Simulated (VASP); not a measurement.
# Al2O (P4/mmm) in VASP: further runs

Runs on Al2O. Level: PBE. Tasks: single point, relaxation of cell and atoms.

All numbers are computed with VASP 6.6.1; they aren't measurements. Logs are shortened: lines on timing, memory, paths and dates and some standing lists are left out, and cuts for length are marked.

**1. The cell of the first run**

It takes space group P4/mmm (No. 123, tetragonal). Conventional cell: a = 2.637 Å, b = 2.637 Å, c = 14.361 Å, α = 90.00°, β = 90.00°, γ = 90.00°. Al (site symmetry 4mm) has 4 O at 1.97 Å within 2.6 Å. Al (site symmetry 4/mmm) has 4 Al at 2.64 Å within 3.5 Å. Al (site symmetry 4/mmm) has 12 Al at 2.64 to 2.96 Å and 2 O at 2.93 Å within 3.5 Å. O (site symmetry 4mm) has 4 Al at 1.97 Å within 2.6 Å.

**2. Single point, PBE**

Contents of INCAR:

```
PREC = Accurate
ENCUT = 520
EDIFF = 1E-6
ISMEAR = 0
SIGMA = 0.1
LREAL = F
LASPH = T
NELM = 100
ALGO = Normal
ISIF = 2
LWAVE = F
LCHARG = T
GGA = PE
LELF = T
LVHAR = T
NBANDS = 21
```

Contents of KPOINTS:

```
regular mesh
0
Gamma
  14 14 4
```

Contents of POSCAR:

```
Al2O
1.0
    2.6372509622      0.0000000000      0.0000000000
    0.0000000000      2.6372509622      0.0000000000
    0.0000000000      0.0000000000     14.3610618467
Al O
4 2
Direct
    0.0000000000      0.0000000000      0.8399385983
    0.0000000000      0.0000000000      0.1600614017
    0.0000000000      0.0000000000      0.5000000000
    0.5000000000      0.5000000000      0.0000000000
    0.5000000000      0.5000000000      0.2039123776
    0.5000000000      0.5000000000      0.7960876224
```

Potentials or basis: VASP PAW PBE potentials, release 64 (Al, O).

Command:

```bash
$ cat potpaw_PBE.64/Al/POTCAR potpaw_PBE.64/O/POTCAR > POTCAR
$ mpirun -np 1 vasp_std > vasp.out
```

OUTCAR:

```text
PREC = Accurate
   ENCUT = 520
   EDIFF = 1E-6
   ISMEAR = 0
   LREAL = F
   LASPH = T
   NELM = 100
   ISIF = 2
   GGA = PE

 ion  position               nearest neighbor table
   1  0.000  0.000  0.840-   6 1.97   6 1.97   6 1.97   6 1.97   4 2.96   4 2.96   4 2.96   4 2.96

   2  0.000  0.000  0.160-   5 1.97   5 1.97   5 1.97   5 1.97   4 2.96   4 2.96   4 2.96   4 2.96

   3  0.000  0.000  0.500-
   4  0.500  0.500  0.000-   1 2.96   2 2.96   1 2.96   2 2.96   1 2.96   2 2.96   1 2.96   2 2.96

   5  0.500  0.500  0.204-   2 1.97   2 1.97   2 1.97   2 1.97
   6  0.500  0.500  0.796-   1 1.97   1 1.97   1 1.97   1 1.97

  LATTYP: Found a simple tetragonal cell.
 ALAT       =     2.6372509622
 C/A-ratio  =     5.4454665303

  Lattice vectors:

 A1 = (   2.6372509622,   0.0000000000,   0.0000000000)
 A2 = (   0.0000000000,   2.6372509622,   0.0000000000)
 A3 = (   0.0000000000,   0.0000000000,  14.3610618467)

Analysis of symmetry for initial positions (statically):
=====================================================================
 Subroutine PRICEL returns:
 Original cell was already a primitive cell.

 Routine SETGRP: Setting up the symmetry group for a
 simple tetragonal supercell.

 Subroutine GETGRP returns: Found 16 space group operations
 (whereof 16 operations were pure point group operations)
 out of a pool of 16 trial point group operations.

The static configuration has the point symmetry D_4h.

Analysis of symmetry for dynamics (positions and initial velocities):
=====================================================================
 Subroutine PRICEL returns:
 Original cell was already a primitive cell.

 Routine SETGRP: Setting up the symmetry group for a
 simple tetragonal supercell.

 Subroutine GETGRP returns: Found 16 space group operations
 (whereof 16 operations were pure point group operations)
 out of a pool of 16 trial point group operations.

The dynamic configuration has the point symmetry D_4h.

 Subroutine INISYM returns: Found 16 space group operations
 (whereof 16 operations are pure point group operations),
 and found     1 'primitive' translations

----------------------------------------------------------------------------------------

                                     Primitive cell

  volume of cell :      99.8825

  direct lattice vectors                    reciprocal lattice vectors
     2.637250962  0.000000000  0.000000000     0.379182723  0.000000000  0.000000000
     0.000000000  2.637250962  0.000000000     0.000000000  0.379182723  0.000000000
     0.000000000  0.000000000 14.361061847     0.000000000  0.000000000  0.069632734

  length of vectors
     2.637250962  2.637250962 14.361061847     0.379182723  0.379182723  0.069632734

  position of ions in fractional coordinates (direct lattice)
     0.000000000  0.000000000  0.839938598
     0.000000000  0.000000000  0.160061402
     0.000000000  0.000000000  0.500000000
     0.500000000  0.500000000  0.000000000
     0.500000000  0.500000000  0.203912378
     0.500000000  0.500000000  0.796087622

  ion indices of the primitive-cell ions
   primitive index   ion index
                 1           1
                 2           2
                 3           3
                 4           4
                 5           5
                 6           6

----------------------------------------------------------------------------------------

 KPOINTS: regular mesh

Automatic generation of k-mesh.
 Grid dimensions read from file:
 generate k-points for:   14   14    4

 Generating k-lattice:

  Cartesian coordinates                     Fractional coordinates (reciprocal lattice)
     0.027084480  0.000000000  0.000000000     0.071428571  0.000000000  0.000000000
     0.000000000  0.027084480  0.000000000     0.000000000  0.071428571  0.000000000
     0.000000000  0.000000000  0.017408184     0.000000000  0.000000000  0.250000000

  Length of vectors
     0.027084480  0.027084480  0.017408184

  Shift w.r.t. Gamma in fractional coordinates (k-lattice)
     0.000000000  0.000000000  0.000000000

 Subroutine IBZKPT returns following result:
 ===========================================

 Found    108 irreducible k-points:

 Following reciprocal coordinates:
            Coordinates               Weight
  0.000000  0.000000  0.000000      1.000000
  0.071429  0.000000  0.000000      4.000000
  0.142857  0.000000  0.000000      4.000000
  0.214286  0.000000  0.000000      4.000000
  0.285714  0.000000  0.000000      4.000000
  0.357143  0.000000  0.000000      4.000000
[... 16 lines left out ...]
  0.285714  0.214286  0.000000      8.000000
  0.357143  0.214286  0.000000      8.000000
 [... further k-points ...]
   k-points           NKPTS =    108   k-points in BZ     NKDIM =    108   number of bands    NBANDS=     21
   number of dos      NEDOS =    301   number of ions     NIONS =      6
   total plane-waves  NPLWV =  43200
   dimension x,y,z NGX =    20 NGY =   20 NGZ =  108
   dimension x,y,z NGXF=    40 NGYF=   40 NGZF=  216
   ions per type =               4   2
   NGX,Y,Z   is equivalent  to a cutoff of  12.61, 12.61, 12.50 a.u.
   NGXF,Y,Z  is equivalent  to a cutoff of  25.22, 25.22, 25.00 a.u.
 SYSTEM =  unknown system
   PREC   = accura    normal or accurate (medium, high low for compatibility)
   ISTART =      0    job   : 0-new  1-cont  2-samecut
   ICHARG =      2    charge: 1-file 2-atom 10-const
   ISPIN  =      1    spin polarized calculation?
   LNONCOLLINEAR =      F non collinear calculations
   LSORBIT =      F    spin-orbit coupling
   LASPH  =      T    aspherical Exc in radial PAW
   ENCUT  =  520.0 eV  38.22 Ry    6.18 a.u.   4.90  4.90 26.70*2*pi/ulx,y,z
   NELM   =    100;   NELMIN=  2; NELMDL= -5     # of ELM steps
   EDIFF  = 0.1E-05   stopping-criterion for ELM
   LREAL  =      F    real-space projection
   EDIFFG = 0.1E-04   stopping-criterion for IOM
   NSW    =      0    number of steps for IOM
   IBRION =     -1    ionic relax: 0-MD 1-quasi-New 2-CG
   NFREE  =      0    steps in history (QN), initial steepest desc. (CG)
   ISIF   =      2    stress and relaxation
   ISYM   =      2    0-nonsym 1-usesym 2-fastsym
   POTIM  = 0.5000    time-step for ionic-motion
   TEBEG  =    0.0;   TEEND  =   0.0 temperature during run
   PSTRESS=    0.0 pullay stress
   NELECT =      24.0000    total number of electrons
   NUPDOWN=      -1.0000    fix difference up-down
   EMIN   =  10.00;   EMAX   =-10.00  energy-range for DOS
   EFERMI =   0.00;   METHOD = LEGACY
   ISMEAR =     0;   SIGMA  =   0.10  broadening in eV -4-tet -1-fermi 0-gaus
   EFERMI_NEDOS =   21; number of points for ismear=-14 and -15
   IALGO  =     38    algorithm
   IMIX   =      4    mixing-type and parameters
     AMIX     =   0.40;   BMIX     =  1.00
     AMIX_MAG =   1.60;   BMIX_MAG =  1.00
  volume/ion in A,a.u.               =      16.65       112.34
  Fermi-wavevector in a.u.,A,eV,Ry     =   1.017768  1.923302 14.093616  1.035852
  Thomas-Fermi vector in A             =   2.151188
   LORBIT       =      0    0 simple, 1 ext, 2 COOP (PROOUT), +10 PAW based schemes
   GGA     = PE    functional components
   LHFCALC =     F    Hartree Fock is set to
   AEXX    =    0.0000 exact exchange contribution
   IVDW    =     0    specifies the selected vdW correction
   LEPSILON=     F    determine dielectric tensor
   LRPA    =     F    only Hartree local field effects (RPA)
 non-spin polarized calculation
 Gauss-broadening in eV      SIGMA  =   0.10
  energy-cutoff  :      520.00
  volume of cell :       99.88
 maximum number of plane-waves:      2730
 NGX is ok and might be reduce to    20
   NGX =  9   NGY =  9   NGZ = 53

 number of electron      23.9999991 magnetization

 Free energy of the ion-electron system (eV)
  ---------------------------------------------------
  ext. energy  EPLUGINS =         0.00000000
  ---------------------------------------------------
  free energy    TOTEN  =       -31.15248795 eV

  energy without entropy =      -31.14640720  energy(sigma->0) =      -31.14944757

 E-fermi :   5.5625     XC(G=0):  -8.9496

 val. band max:        5.5104960595   @ k =   0.2857   0.0714   0.0000
 cond. band min:       5.5673478727   @ k =   0.0000   0.0000   0.0000
 fundamental gap:      0.0568518131
 Fermi energy:         5.5624875151

 k-point     1 :       0.0000    0.0000    0.0000
  band No.  band energies     occupation
      1     -16.6548      2.00000
      2     -16.6512      2.00000
      3      -4.9765      2.00000
      4      -3.0626      2.00000
      5      -2.5831      2.00000
      6      -0.6706      2.00000
[... 13 lines left out ...]
     20      14.8632      0.00000
     21      14.8632      0.00000

 k-point     2 :       0.0714    0.0000    0.0000
  band No.  band energies     occupation
      1     -16.6054      2.00000
      2     -16.6019      2.00000
      3      -4.8831      2.00000
      4      -2.9969      2.00000
      5      -2.4755      2.00000
      6      -0.6117      2.00000
[... 13 lines left out ...]
     20      13.7436      0.00000
     21      13.7581      0.00000

 k-point     3 :       0.1429    0.0000    0.0000
  band No.  band energies     occupation
      1     -16.4630      2.00000
      2     -16.4598      2.00000
      3      -4.6100      2.00000
      4      -2.8260      2.00000
      5      -2.1536      2.00000
      6      -0.9589      2.00000
[... 13 lines left out ...]
     20      12.6881      0.00000
     21      13.5372      0.00000
[... 457 lines left out ...]
 k-point    23 :       0.2857    0.2143    0.0000
  band No.  band energies     occupation
      1     -15.6265      2.00000
      2     -15.6248      2.00000
      3      -3.3206      2.00000
      4      -3.0002      2.00000
      5      -2.1191      2.00000
      6      -1.6330      2.00000
[... 13 lines left out ...]
     20      11.9488      0.00000
     21      12.2195      0.00000

 k-point    24 :       0.3571    0.2143    0.0000
  band No.  band energies     occupation
      1     -15.3930      2.00000
      2     -15.3916      2.00000
      3      -3.7919      2.00000
      4      -3.7132      2.00000
      5      -1.8001      2.00000
      6      -1.4460      2.00000
[... 13 lines left out ...]
     20      12.4825      0.00000
     21      12.6962      0.00000

 [... further k-points ...]
[... 5 lines left out ...]
  --------------------------------------------------------------------------------------
  -------------------------------------------------------------------------------------
  Total       -0.0068892     -0.0068892     -0.0673518      0.0000000      0.0000000      0.0000000
  in kB       -0.1105070     -0.1105070     -1.0803648      0.0000000      0.0000000      0.0000000
  external PRESSURE =      -0.4337929 kB  Pullay stress =       0.0000000 kB

 VOLUME and BASIS-vectors are now :
 -----------------------------------------------------------------------------
  energy-cutoff  :      520.00
  volume of cell :       99.88
      direct lattice vectors                 reciprocal lattice vectors
     2.637250962  0.000000000  0.000000000     0.379182723  0.000000000  0.000000000
     0.000000000  2.637250962  0.000000000     0.000000000  0.379182723  0.000000000
     0.000000000  0.000000000 14.361061847     0.000000000  0.000000000  0.069632734

 POSITION                                       TOTAL-FORCE (eV/Angst)
 -----------------------------------------------------------------------------------
      0.00000      0.00000     12.06241         0.000000     -0.000000     -0.008014
      0.00000      0.00000      2.29865        -0.000000     -0.000000      0.008014
      0.00000      0.00000      7.18053         0.000000      0.000000      0.000000
      1.31863      1.31863      0.00000         0.000000      0.000000      0.000000
      1.31863      1.31863      2.92840         0.000000     -0.000000     -0.012588
      1.31863      1.31863     11.43266         0.000000      0.000000      0.012588
 -----------------------------------------------------------------------------------
    total drift:                                0.000000      0.000000      0.000000

  FREE ENERGIE OF THE ION-ELECTRON SYSTEM (eV)
  ---------------------------------------------------
  free  energy   TOTEN  =       -31.1524879498 eV

  energy  without entropy=      -31.1464071953  energy(sigma->0) =      -31.14944757
```

It took 2.8 min on 1 thread of Intel Xeon Platinum 8259CL at 2.50GHz (Skylake/Cascade Lake), shared host; peak memory 0.31 GiB.

Results:

- Free energy: -31.1525 eV
- Pressure: 0.0 GPa
- Largest force: 0.013 eV/Å
- Band gap on the k mesh: zero (band 12 reaches 6.53 eV, above the bottom of band 13 at 4.05 eV)

Forces on the atoms (eV/Å):
```
Al   0.000  0.000 -0.008
Al   0.000  0.000  0.008
Al   0.000  0.000  0.000
Al   0.000  0.000  0.000
O    0.000  0.000 -0.013
O    0.000  0.000  0.013
```

Levels at points of the mesh, in eV from the Fermi level:
| k point | band 9 | band 10 | band 11 | band 12 | band 13 | band 14 | band 15 | band 16 |
| --- | --- | --- | --- | --- | --- | --- | --- | --- |
| (0.00, 0.00, 0.00) | -5.30 | -5.30 | -3.65 | -1.69 | 0.00 | 2.26 | 3.42 | 5.06 |
| (0.50, 0.00, 0.00) | -4.87 | -3.37 | -3.04 | -2.91 | -1.52 | 0.17 | 2.50 | 3.57 |
| (0.50, 0.50, 0.00) | -0.72 | -0.72 | -0.17 | 0.97 | 0.97 | 1.31 | 2.39 | 2.47 |
| (0.00, 0.00, 0.50) | -5.30 | -5.30 | -3.59 | -1.84 | 0.24 | 1.90 | 4.08 | 4.46 |
| (0.50, 0.00, 0.50) | -4.87 | -3.36 | -3.04 | -2.92 | -1.51 | 0.18 | 2.43 | 3.70 |
| (0.50, 0.50, 0.50) | -0.72 | -0.72 | -0.17 | 0.97 | 0.97 | 1.31 | 2.40 | 2.48 |

**3. Relaxation of cell and atoms, PBE**

This run uses another cell than the first one, of 16.23 Å³/atom, 0.975 times its volume.

Contents of INCAR:

```
SYSTEM = Al2O
  PREC = Accurate
  ENCUT = 600
  EDIFF = 1E-6
  ISMEAR = 0
  SIGMA = 0.1
  LREAL = .False.
  LASPH = .True.
  NELM = 100
  ALGO = Normal
  ISIF = 3
  LWAVE = .False.
  LCHARG = .False.
  GGA = PE
  IBRION = 2
  NSW = 100
  EDIFFG = -0.01
```

Contents of KPOINTS:

```
Automatic mesh
0
Gamma
  14 14 4
  0 0 0
```

Contents of POSCAR:

```
Al2O
1.0
    2.6437759260      0.0000000000      0.0000000000
    0.0000000000      2.6437759260      0.0000000000
    0.0000000000      0.0000000000     13.9322979363
Al O
4 2
Direct
    0.0000000000      0.0000000000      0.8375647446
    0.0000000000      0.0000000000      0.1624352554
    0.0000000000      0.0000000000      0.5000000000
    0.5000000000      0.5000000000      0.0000000000
    0.5000000000      0.5000000000      0.2087510211
    0.5000000000      0.5000000000      0.7912489789
```

Potentials or basis: VASP PAW PBE potentials, release 64 (Al, O).

Command:

```bash
$ cat potpaw_PBE.64/Al/POTCAR potpaw_PBE.64/O/POTCAR > POTCAR
$ mpirun -np 1 vasp_std > vasp.out
```

Wall time 8.3 min (1 thread of Intel Xeon Platinum 8259CL at 2.50GHz (Skylake/Cascade Lake), shared host); peak memory 0.36 GiB.

It converged, with:

```
Free energy                            : -31.1570 eV
Relaxed volume                         : 16.28 Å³/atom
Relaxed cell                           : a = 2.637 Å, b = 2.637 Å, c = 14.048 Å, α = 90.00°, β = 90.00°, γ = 90.00°
Space group after relaxing (to 0.05 Å) : P4/mmm (No. 123)
Energy gained by relaxing              : 1.5 meV/atom
Ionic steps                            : 6
Pressure after relaxing                : 0.0 GPa
Band gap on the k mesh                 : zero (band 12 reaches 6.75 eV, above the bottom of band 13 at 4.27 eV)
```

Forces on the atoms (eV/Å):
```
Al   0.000  0.000  0.003
Al   0.000  0.000 -0.003
Al   0.000  0.000  0.000
Al   0.000  0.000  0.000
O    0.000  0.000 -0.002
O    0.000  0.000  0.002
```

The path:
| step | energy change (eV) | largest force (eV/Å) | pressure (GPa) | volume (Å³) |
| --- | --- | --- | --- | --- |
| 1 | 0.0000 | 0.2708 | -0.43 | 97.38 |
| 2 | -0.0069 | 0.0365 | 0.73 | 96.77 |
| 3 | -0.0071 | 0.0653 | 0.56 | 96.86 |
| 4 | -0.0089 | 0.0165 | 0.09 | 97.51 |
| 5 | -0.0089 | 0.0189 | 0.00 | 97.65 |
| 6 | -0.0090 | 0.0026 | -0.01 | 97.69 |

Final structure:
```
Al O
1.0
     2.63696    0.00000    0.00000
     0.00000    2.63696    0.00000
     0.00000    0.00000   14.04835
Al O
4 2
Direct
  0.00000 0.00000 0.83632
  0.00000 0.00000 0.16368
  0.00000 0.00000 0.50000
  0.50000 0.50000 0.00000
  0.50000 0.50000 0.20830
  0.50000 0.50000 0.79170
```

Levels at points of the mesh, in eV from the Fermi level:
```tsv
k point	band 8	band 9	band 10	band 11	band 12	band 13	band 14	band 15	band 16
(0.00, 0.00, 0.00)	-5.31	-5.31	-5.31	-3.67	-1.66	0.01	2.31	3.54	5.17
(0.50, 0.00, 0.00)	-4.88	-4.88	-3.37	-3.05	-2.90	-1.51	0.18	2.46	3.57
(0.50, 0.50, 0.00)	-4.96	-0.71	-0.71	-0.16	0.96	0.96	1.31	2.41	2.49
(0.00, 0.00, 0.50)	-5.31	-5.31	-5.31	-3.58	-1.85	0.30	1.91	4.27	4.51
(0.50, 0.00, 0.50)	-4.88	-4.88	-3.36	-3.05	-2.92	-1.50	0.19	2.37	3.74
(0.50, 0.50, 0.50)	-4.96	-0.71	-0.71	-0.16	0.96	0.96	1.31	2.41	2.49
```
